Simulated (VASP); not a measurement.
# Cu (P1) in VASP: single point with PBE

Aim: the single point of Cu with PBE.

Program: VASP 6.6.1. These are calculated values, not measurements. Logs are shortened: lines on timing, memory, paths and dates and some standing lists are left out, and cuts for length are marked.

### Step 1. The cell of the first run

The typed cell holds 27 atoms: a = 7.589 Å, b = 7.589 Å, c = 7.589 Å, α = 60.00°, β = 60.00°, γ = 60.00°.

### Step 2. Single point, PBE

The input, INCAR:

```
SYSTEM = Cu
ALGO = Normal
EDIFF = 1E-6
ENCUT = 600
GGA = PE
GGA_COMPAT = .False.
ISIF = 2
ISMEAR = -1
LASPH = .True.
LCHARG = .True.
LELF = .True.
LREAL = .False.
LVHAR = .True.
LWAVE = .False.
NBANDS = 168
NCORE = 4
NELM = 120
PREC = Accurate
SIGMA = 0.1
```

The input, KPOINTS:

```
k-points
0
Gamma
  5 5 5
  0 0 0
```

The input, POSCAR:

```
Cu
1.0
    0.0000000000      5.3661450000      5.3661450000
    5.3661450000      0.0000000000      5.3661450000
    5.3661450000      5.3661450000      0.0000000000
Cu
27
Direct
    0.0004990000      0.0065890000     -0.0049090000
    0.0052310000     -0.0013660000      0.3319550000
    0.0100130000      0.0008300000      0.6664400000
    0.0038450000      0.3392730000     -0.0001630000
    0.0030990000      0.3282010000      0.3314000000
   -0.0023090000      0.3263110000      0.6587150000
   -0.0085750000      0.6654090000     -0.0009090000
   -0.0016880000      0.6670310000      0.3262940000
   -0.0004190000      0.6679220000      0.6706250000
    0.3288730000     -0.0021080000     -0.0106220000
    0.3306790000     -0.0115780000      0.3258520000
    0.3391390000     -0.0116050000      0.6708760000
    0.3350620000      0.3316870000      0.0024210000
    0.3361140000      0.3388440000      0.3321190000
    0.3302120000      0.3301460000      0.6614670000
    0.3330970000      0.6625250000      0.0056320000
    0.3234800000      0.6609020000      0.3283090000
    0.3223020000      0.6766930000      0.6539730000
    0.6651730000     -0.0027680000      0.0087280000
    0.6562020000      0.0056490000      0.3294780000
    0.6658480000     -0.0035370000      0.6700430000
    0.6606700000      0.3329170000      0.0018630000
    0.6763660000      0.3206550000      0.3413720000
    0.6716640000      0.3307840000      0.6682740000
    0.6642100000      0.6753460000      0.0011050000
    0.6655300000      0.6654650000      0.3322800000
    0.6657360000      0.6620340000      0.6775160000
```

Potentials or basis: VASP PAW PBE potentials, release 64 (Cu).

The run is started by

```sh
$ cat potpaw_PBE.64/Cu/POTCAR > POTCAR
$ mpirun -np 8 vasp_std > vasp.out
```

OUTCAR:

```text
SYSTEM = Cu
   EDIFF = 1E-6
   ENCUT = 600
   GGA = PE
   ISIF = 2
   ISMEAR = -1
   LASPH = .True.
   LREAL = .False.
   NELM = 120
   PREC = Accurate

 ion  position               nearest neighbor table
   1  0.000  0.007  0.995-  10 2.44   3 2.48   6 2.49  12 2.52  22 2.53  19 2.53   2 2.54   8 2.55
                             4 2.56  16 2.57  20 2.58   7 2.61
   2  0.005  0.999  0.332-  11 2.41  23 2.47   5 2.49  17 2.49  10 2.53   9 2.54   1 2.54   4 2.55
                             8 2.57   3 2.57  21 2.57  20 2.63
   3  0.010  0.001  0.666-   6 2.40  18 2.42  12 2.47   1 2.48   5 2.52  11 2.52  24 2.54   7 2.54
                             9 2.55   2 2.57  19 2.61  21 2.61
   4  0.004  0.339  1.000-   7 2.43   5 2.47  13 2.50   9 2.50  15 2.53  10 2.53  23 2.54   2 2.55
                             1 2.56  25 2.56  22 2.62   6 2.66
   5  0.003  0.328  0.331-   6 2.46  23 2.47   4 2.47   2 2.49  13 2.51   3 2.52   8 2.53  11 2.53
                            24 2.54   7 2.54  26 2.56  14 2.57
   6  0.998  0.326  0.659-   3 2.40  24 2.42   5 2.46   1 2.49  14 2.53  27 2.54  15 2.55   8 2.55
                            12 2.58  22 2.58   9 2.65   4 2.66
   7  0.991  0.665  0.999-   4 2.43  25 2.44   9 2.45  19 2.50  26 2.50   8 2.52   3 2.54   5 2.54
                            18 2.57  13 2.57  16 2.61   1 2.61
   8  0.998  0.667  0.326-  17 2.45  16 2.49  26 2.51   7 2.52  14 2.53   5 2.53   1 2.55   6 2.55
                             2 2.57  20 2.58  27 2.60   9 2.62
   9  1.000  0.668  0.671-  18 2.42   7 2.45   4 2.50  21 2.51  25 2.53  27 2.53  17 2.53  15 2.54
                             2 2.54   3 2.55   8 2.62   6 2.65
  10  0.329  0.998  0.989-  12 2.42   1 2.44  16 2.47  21 2.49  25 2.50  15 2.51  11 2.53   2 2.53
                             4 2.53  17 2.56  13 2.61  19 2.63
  11  0.331  0.988  0.326-   2 2.41  18 2.43  19 2.48  26 2.50  17 2.50   3 2.52  10 2.53  13 2.53
                             5 2.53  20 2.55  12 2.65  14 2.70
[... 15 lines left out ...]
                            24 2.56  21 2.57   3 2.61  10 2.63
  20  0.656  0.006  0.329-  19 2.43  14 2.48  22 2.49  12 2.50  23 2.52  26 2.54  11 2.55   1 2.58
                             8 2.58  21 2.59  27 2.63   2 2.63
  21  0.666  0.996  0.670-  25 2.48  23 2.48  10 2.49  12 2.51  27 2.51   9 2.51  15 2.54  24 2.55
                            19 2.57   2 2.57  20 2.59   3 2.61
  22  0.661  0.333  0.002-  13 2.47  27 2.48  20 2.49  14 2.49  16 2.49  24 2.50  19 2.51   1 2.53
                             6 2.58  23 2.59  25 2.61   4 2.62
  23  0.676  0.321  0.341-   2 2.47   5 2.47  21 2.48  24 2.50  20 2.52  15 2.53   4 2.54  26 2.54
                            14 2.55  22 2.59  17 2.64  25 2.64
  24  0.672  0.331  0.668-   6 2.42  22 2.50  23 2.50  27 2.53   3 2.54   5 2.54  13 2.55  26 2.55
                            21 2.55  19 2.56  15 2.62  18 2.64
  25  0.664  0.675  0.001-   7 2.44  21 2.48  19 2.48  26 2.48  10 2.50  27 2.50   9 2.53  17 2.54
                            16 2.55   4 2.56  22 2.61  23 2.64
  26  0.666  0.665  0.332-  25 2.48  19 2.49  11 2.50   7 2.50   8 2.51  18 2.53  20 2.54  23 2.54
                            24 2.55   5 2.56  27 2.61  17 2.63
  27  0.666  0.662  0.678-  12 2.48  22 2.48  25 2.50  16 2.51  21 2.51  24 2.53   9 2.53   6 2.54
                             8 2.60  26 2.61  20 2.63  18 2.64

  LATTYP: Found a face centered cubic cell.
 ALAT       =    10.7322900000

  Lattice vectors:

 A1 = (   0.0000000000,   5.3661450000,   5.3661450000)
 A2 = (   5.3661450000,   0.0000000000,   5.3661450000)
 A3 = (   5.3661450000,   5.3661450000,   0.0000000000)

Analysis of symmetry for initial positions (statically):
=====================================================================
 Subroutine PRICEL returns:
 Original cell was already a primitive cell.

 Routine SETGRP: Setting up the symmetry group for a
 face centered cubic supercell.

 Subroutine GETGRP returns: Found  1 space group operations
 (whereof  1 operations were pure point group operations)
 out of a pool of 48 trial point group operations.

The static configuration has the point symmetry C_1 .

Analysis of symmetry for dynamics (positions and initial velocities):
=====================================================================
 Subroutine PRICEL returns:
 Original cell was already a primitive cell.

 Routine SETGRP: Setting up the symmetry group for a
 face centered cubic supercell.

 Subroutine GETGRP returns: Found  1 space group operations
 (whereof  1 operations were pure point group operations)
 out of a pool of 48 trial point group operations.

The dynamic configuration has the point symmetry C_1 .

 Subroutine INISYM returns: Found  1 space group operations
 (whereof  1 operations are pure point group operations),
 and found     1 'primitive' translations

----------------------------------------------------------------------------------------

                                     Primitive cell

  volume of cell :     309.0418

  direct lattice vectors                    reciprocal lattice vectors
     0.000000000  5.366145000  5.366145000    -0.093176759  0.093176759  0.093176759
     5.366145000  0.000000000  5.366145000     0.093176759 -0.093176759  0.093176759
     5.366145000  5.366145000  0.000000000     0.093176759  0.093176759 -0.093176759

  length of vectors
     7.588875037  7.588875037  7.588875037     0.161386881  0.161386881  0.161386881

  position of ions in fractional coordinates (direct lattice)
     0.000499000  0.006589000  0.995091000
     0.005231000  0.998634000  0.331955000
     0.010013000  0.000830000  0.666440000
     0.003845000  0.339273000  0.999837000
     0.003099000  0.328201000  0.331400000
     0.997691000  0.326311000  0.658715000
[... 19 lines left out ...]
     0.665530000  0.665465000  0.332280000
     0.665736000  0.662034000  0.677516000

  ion indices of the primitive-cell ions
   primitive index   ion index
                 1           1
                 2           2
                 3           3
                 4           4
                 5           5
                 6           6
[... 19 lines left out ...]
                26          26
                27          27

----------------------------------------------------------------------------------------

 KPOINTS: k-points

Automatic generation of k-mesh.
 Grid dimensions read from file:
 generate k-points for:    5    5    5

 Generating k-lattice:

  Cartesian coordinates                     Fractional coordinates (reciprocal lattice)
    -0.018635352  0.018635352  0.018635352     0.200000000  0.000000000  0.000000000
     0.018635352 -0.018635352  0.018635352     0.000000000  0.200000000  0.000000000
     0.018635352  0.018635352 -0.018635352     0.000000000  0.000000000  0.200000000

  Length of vectors
     0.032277376  0.032277376  0.032277376

  Shift w.r.t. Gamma in fractional coordinates (k-lattice)
     0.000000000  0.000000000  0.000000000

 Subroutine IBZKPT returns following result:
 ===========================================

 Found     63 irreducible k-points:

 Following reciprocal coordinates:
            Coordinates               Weight
  0.000000  0.000000  0.000000      1.000000
  0.200000  0.000000  0.000000      2.000000
  0.000000  0.200000  0.000000      2.000000
  0.000000  0.000000  0.200000      2.000000
  0.200000  0.200000  0.200000      2.000000
  0.400000  0.000000  0.000000      2.000000
[... 16 lines left out ...]
  0.200000  0.400000  0.400000      2.000000
  0.400000  0.000000  0.200000      2.000000
 [... further k-points ...]
   k-points           NKPTS =     63   k-points in BZ     NKDIM =     63   number of bands    NBANDS=    168
   number of dos      NEDOS =    301   number of ions     NIONS =     27
   total plane-waves  NPLWV = 262144
   dimension x,y,z NGX =    64 NGY =   64 NGZ =   64
   dimension x,y,z NGXF=   128 NGYF=  128 NGZF=  128
   ions per type =              27
   NGX,Y,Z   is equivalent  to a cutoff of  14.02, 14.02, 14.02 a.u.
   NGXF,Y,Z  is equivalent  to a cutoff of  28.04, 28.04, 28.04 a.u.
 SYSTEM =  Cu
   PREC   = accura    normal or accurate (medium, high low for compatibility)
   ISTART =      0    job   : 0-new  1-cont  2-samecut
   ICHARG =      2    charge: 1-file 2-atom 10-const
   ISPIN  =      1    spin polarized calculation?
   LNONCOLLINEAR =      F non collinear calculations
   LSORBIT =      F    spin-orbit coupling
   LASPH  =      T    aspherical Exc in radial PAW
   ENCUT  =  600.0 eV  44.10 Ry    6.64 a.u.  15.16 15.16 15.16*2*pi/ulx,y,z
   NELM   =    120;   NELMIN=  2; NELMDL= -5     # of ELM steps
   EDIFF  = 0.1E-05   stopping-criterion for ELM
   LREAL  =      F    real-space projection
   EDIFFG = 0.1E-04   stopping-criterion for IOM
   NSW    =      0    number of steps for IOM
   IBRION =     -1    ionic relax: 0-MD 1-quasi-New 2-CG
   NFREE  =      0    steps in history (QN), initial steepest desc. (CG)
   ISIF   =      2    stress and relaxation
   ISYM   =      2    0-nonsym 1-usesym 2-fastsym
   POTIM  = 0.5000    time-step for ionic-motion
   TEBEG  =    0.0;   TEEND  =   0.0 temperature during run
   PSTRESS=    0.0 pullay stress
   NELECT =     297.0000    total number of electrons
   NUPDOWN=      -1.0000    fix difference up-down
   EMIN   =  10.00;   EMAX   =-10.00  energy-range for DOS
   EFERMI =   0.00;   METHOD = LEGACY
   ISMEAR =    -1;   SIGMA  =   0.10  broadening in eV -4-tet -1-fermi 0-gaus
   EFERMI_NEDOS =   21; number of points for ismear=-14 and -15
   IALGO  =     38    algorithm
   IMIX   =      4    mixing-type and parameters
     AMIX     =   0.40;   BMIX     =  1.00
     AMIX_MAG =   1.60;   BMIX_MAG =  1.00
  volume/ion in A,a.u.               =      11.45        77.24
  Fermi-wavevector in a.u.,A,eV,Ry     =   1.615553  3.052953 35.511368  2.610012
  Thomas-Fermi vector in A             =   2.710282
   LORBIT       =      0    0 simple, 1 ext, 2 COOP (PROOUT), +10 PAW based schemes
   GGA     = PE    functional components
   LHFCALC =     F    Hartree Fock is set to
   AEXX    =    0.0000 exact exchange contribution
   IVDW    =     0    specifies the selected vdW correction
   LEPSILON=     F    determine dielectric tensor
   LRPA    =     F    only Hartree local field effects (RPA)
 non-spin polarized calculation
  energy-cutoff  :      600.00
  volume of cell :      309.04
 maximum number of plane-waves:     10369
 NGX is ok and might be reduce to    64
   NGX = 31   NGY = 31   NGZ = 31

 number of electron     297.0000010 magnetization

 Free energy of the ion-electron system (eV)
  ---------------------------------------------------
  ext. energy  EPLUGINS =         0.00000000
  ---------------------------------------------------
  free energy    TOTEN  =       -99.86439656 eV

  energy without entropy =      -99.58855691  energy(sigma->0) =      -99.72647674

 E-fermi :   8.0642     XC(G=0): -12.9052

 val. band max:        8.0625476524   @ k =   0.2000   0.2000  -0.4000
 cond. band min:       8.0766143614   @ k =  -0.2000   0.2000  -0.4000
 fundamental gap:      0.0140667091
 Fermi energy:         8.0642130422

 k-point     1 :       0.0000    0.0000    0.0000
  band No.  band energies     occupation
      1      -1.6161      2.00000
      2       1.7000      2.00000
      3       1.7428      2.00000
      4       1.7632      2.00000
      5       1.7689      2.00000
      6       1.8235      2.00000
[... 3901 lines left out ...]
    159      11.2180      0.00000
    160      11.2488      0.00000

 [... further k-points ...]

 [bands above 160 left out]

------------------------ aborting loop because EDIFF is reached ----------------------------------------

  FORCE on cell =-STRESS in cart. coord.  units (eV):
  Direction    XX          YY          ZZ          XY          YZ          ZX
  --------------------------------------------------------------------------------------
  -------------------------------------------------------------------------------------
  Total       16.5409638     16.4350459     16.5047429      0.3868667      0.2863258      0.4601103
  in kB       85.7539606     85.2048463     85.5661791      2.0056481      1.4844098      2.3853679
  external PRESSURE =      85.5083286 kB  Pullay stress =       0.0000000 kB

 VOLUME and BASIS-vectors are now :
 -----------------------------------------------------------------------------
  energy-cutoff  :      600.00
  volume of cell :      309.04
      direct lattice vectors                 reciprocal lattice vectors
     0.000000000  5.366145000  5.366145000    -0.093176759  0.093176759  0.093176759
     5.366145000  0.000000000  5.366145000     0.093176759 -0.093176759  0.093176759
     5.366145000  5.366145000  0.000000000     0.093176759  0.093176759 -0.093176759

 POSITION                                       TOTAL-FORCE (eV/Angst)
 -----------------------------------------------------------------------------------
      5.37516      5.34248      0.03804         0.117455      0.057591     -0.366563
      7.14013      1.80939      5.38689        -0.050713     -0.315299     -0.500451
      3.58067      3.62994      0.05819        -0.069721     -0.473717     -0.614584
      7.18586      5.38590      1.84122        -0.391856     -0.337052     -0.463641
      3.53951      1.79497      1.77780         0.116033      0.028659      0.215455
      5.28579      8.88851      7.10479         0.678402      0.412957      0.649645
[... 19 lines left out ...]
      5.35404      5.35439      7.14231         0.134939      0.253144     -0.286472
      7.18822      7.20809      7.12501        -0.374438     -0.329969      0.155135
 -----------------------------------------------------------------------------------
    total drift:                                0.001121      0.000044     -0.000265

  FREE ENERGIE OF THE ION-ELECTRON SYSTEM (eV)
  ---------------------------------------------------
  free  energy   TOTEN  =       -99.8643965631 eV

  energy  without entropy=      -99.5885569118  energy(sigma->0) =      -99.72647674
```

Run time: 13 min. Hardware: 8 MPI ranks of Intel Xeon 6975P-C (Granite Rapids), shared host; peak memory 0.41 GiB.

What came out:

* Free energy: -99.8644 eV
* Pressure: 8.6 GPa
* Largest force: 1.117 eV/Å
* Band gap on the k mesh: zero (an odd number of electrons rules out a gap without spin polarisation)

Forces on the atoms (eV/Å):
```
Cu   0.117  0.058 -0.367
Cu  -0.051 -0.315 -0.500
Cu  -0.070 -0.474 -0.615
Cu  -0.392 -0.337 -0.464
Cu   0.116  0.029  0.215
Cu   0.678  0.413  0.650
Cu   0.191  0.453  0.601
Cu   0.398 -0.059 -0.240
Cu  -0.380 -0.461 -0.248
Cu   0.513  0.466  0.336
Cu   0.385  0.150  0.578
Cu  -0.176 -0.524  0.217
Cu  -0.209 -0.303  0.031
Cu  -0.473 -0.025 -0.731
Cu   0.294  0.309  0.172
Cu  -0.407 -0.624 -0.057
Cu   0.324  0.593  0.529
Cu  -0.278  1.074 -0.128
Cu  -0.291 -0.442  0.247
Cu  -0.020  0.646 -0.031
Cu  -0.040  0.044  0.316
Cu   0.054  0.371  0.451
Cu   0.113 -0.616  0.103
Cu   0.111 -0.418 -0.364
Cu  -0.268  0.070 -0.569
Cu   0.135  0.253 -0.286
Cu  -0.374 -0.330  0.155
```

Levels at points of the mesh, in eV from the Fermi level:
| k point | band 145 | band 146 | band 147 | band 148 | band 149 | band 150 | band 151 | band 152 |
| --- | --- | --- | --- | --- | --- | --- | --- | --- |
| (0.00, 0.00, 0.00) | -1.89 | -1.89 | -1.88 | -1.87 | -1.87 | -1.86 | 3.07 | 3.14 |

Caveat: the cell stands under pressure; forces of over 1 eV/Å act on the atoms, so gaps and moduli don't describe the material at rest.
